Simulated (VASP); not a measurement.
The system is Li2Se.

```
Li Se
1.0
     0.00000    2.99346    2.99346
     2.99346    0.00000    2.99346
     2.99346    2.99346    0.00000
Li Se
2 1
Direct
  0.25000 0.25000 0.25000
  0.75000 0.75000 0.75000
  0.00000 0.00000 0.00000
```

Base run:

| Property | Result |
| --- | --- |
| Program | VASP 6.6.1 |
| Functional | r2SCAN |
| Potentials or basis | VASP PAW PBE potentials, release 64 (Li_sv, Se) |
| Cutoff | 830 eV |
| k mesh | 6 × 6 × 6 |
| Occupations | gaussian, width 0.01 eV |
| Spin | no spin polarisation |

Its results: band gap on the k mesh 3.46 eV (least direct gap 4.18 eV); pressure -0.2 GPa.

Q: The run is repeated on the same cell with these changes: functional from r2SCAN to PBE-based screened hybrid with 15 % exact exchange; cutoff from 830 eV to 650 eV; k mesh from 6 × 6 × 6 to 4 × 4 × 4. What comes out?

A: Band gap on the k mesh 3.67 eV (least direct gap 4.19 eV); pressure -0.2 GPa.

Several settings changed at once.

Caveats: some runs use coarse meshes; the PAW data sets were made with another functional, which shifts forces and pressure a little.

A k mesh can miss the band edges.
